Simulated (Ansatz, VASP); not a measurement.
## One calculation of Sr, two programs

```
Sr
1.0
     3.92082    0.00000    0.00000
     0.00000    3.92082    0.00000
     0.00000    0.00000    3.92082
Sr
1
Cartesian
  0.0000 0.0000 0.0000
```

Alike in both runs: task single point; functional PBEsol; k mesh 10 × 10 × 10; occupations fermi-dirac, width 0.1 eV; no spin polarisation.

|  | VASP | Ansatz |
| --- | --- | --- |
| version | VASP 6.6.1 | Ansatz 0.2.0 |
| potentials or method | VASP PAW PBE potentials, release 64 (Sr_sv), cutoff 520 eV | plane waves (420 eV) with PAW, scalar-relativistic |
| valence electrons in the cell | 10 | 10 |

|  | VASP | Ansatz | Ansatz less VASP |
| --- | --- | --- | --- |
| pressure (GPa) | -0.7 | -0.7 | -0.01 |

VASP's potentials were made for PBE, not for PBEsol, and Ansatz warns of the same on its side.
